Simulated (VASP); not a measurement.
Crystal: BP.

```
B P
1.0
     0.00000    2.26832    2.29100
     2.26832    0.00000    2.29100
     2.26832    2.26832    0.00000
B P
1 1
Direct
  0.00000 0.00000 0.00000
  0.25000 0.25000 0.25000
```

This cell differs from its parent crystal: uniaxial z strain +1.0%.

Base run:

- Program: VASP 6.6.1
- Functional: HSE06
- Potentials or basis: VASP PAW PBE potentials, release 64 (B, P)
- Cutoff: 520 eV
- k mesh: 6 × 6 × 6
- Occupations: gaussian, width 0.01 eV
- Spin: no spin polarisation

Its results: band gap on the k mesh 2.01 eV, indirect (least direct gap 4.27 eV); pressure -3.5 GPa.

Question: The run is repeated on the same cell with these changes: functional from HSE06 to PBE; further incar settings from ALGO = Normal; EDIFF = 1e-06; NBANDS = 11 to ALGO = Normal; EDIFF = 1e-07; NBANDS = 11. What comes out?

Answer: Band gap on the k mesh 1.28 eV, indirect (least direct gap 3.33 eV); pressure -0.4 GPa.

Caveats: the PAW data sets were made with another functional, which shifts forces and pressure a little (some runs).

A k mesh can miss the band edges.
